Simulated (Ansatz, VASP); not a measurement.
## Pt in VASP and in Ansatz

Contents of INCAR:

```
SYSTEM = Pt
PREC = Accurate
ENCUT = 520
EDIFF = 1E-6
ISMEAR = -1
SIGMA = 0.1
LREAL = .False.
LASPH = .True.
NELM = 100
ALGO = Normal
ISIF = 2
LWAVE = .False.
LCHARG = .False.
GGA = B5
ALDAX = 1.0
AGGAX = 1.0
AGGAC = 1.0
ALDAC = 0.0
NBANDS = 22
```

Contents of KPOINTS:

```
regular mesh
0
Gamma
  9 9 13
  0 0 0
```

Contents of POSCAR:

```
Pt
1.0
    4.8096164802      0.0000000000      0.0000000000
   -2.4048082401      4.1652500543      0.0000000000
    0.0000000000      0.0000000000      2.8602779209
Pt
3
Direct
    1.0000000000      1.0000000000      0.0000000000
    0.3333333333      0.6666666667      0.5000000000
    0.6666666667      0.3333333333      0.5000000000
```

Input for Ansatz:

```yaml
crystal:
  lattice:
    - [4.8096164802, 0.0, 0.0]
    - [-2.4048082401, 4.1652500543, 0.0]
    - [0.0, 0.0, 2.8602779209]
  atoms:
    - { symbol: Pt, position: [1.0, 1.0, 0.0] }
    - { symbol: Pt, position: [0.3333333333, 0.6666666667, 0.5] }
    - { symbol: Pt, position: [0.6666666667, 0.3333333333, 0.5] }
hamiltonian:
  xc: blyp
  pseudopotentials:
    kind: paw
    azcp:
      Pt: "pseudopotentials/Pt.paw.azcp"
basis:
  ecutwfc: 420
  fft_grid_basis: typed
kpoints:
  mp_grid: { grid: [9, 9, 13], shift: [0, 0, 0] }
magnetization:
  spin_polarized: false
scf:
  occupations: { method: fermi_dirac, width: 0.1 }
  lower_state_search: "off"
output:
  stress: true
  write_density: true
  write_potential: true
  elf: true
  volumetric_format: npy
```

Alike in both runs: task single point; functional BLYP; k mesh 9 × 9 × 13; occupations fermi-dirac, width 0.1 eV; no spin polarisation.

|  | VASP | Ansatz |
| --- | --- | --- |
| version | VASP 6.6.1 | Ansatz 0.2.0 |
| potentials or method | VASP PAW PBE potentials, release 64 (Pt), cutoff 520 eV | plane waves (420 eV) with PAW, scalar-relativistic |
| valence electrons in the cell | 30 | 54 |

```csv
,VASP,Ansatz,Ansatz less VASP
pressure (GPa),-14.8,-15.3,-0.51
"traceless stress, the component that is largest in VASP (GPa)",0.12,0.09,-0.040
```

VASP's potentials were made for PBE, not for BLYP. VASP's potentials hold 30 valence electrons a cell and Ansatz's 54, so a difference there can come from the potentials and not from the codes.

Neither program's run includes spin-orbit coupling.
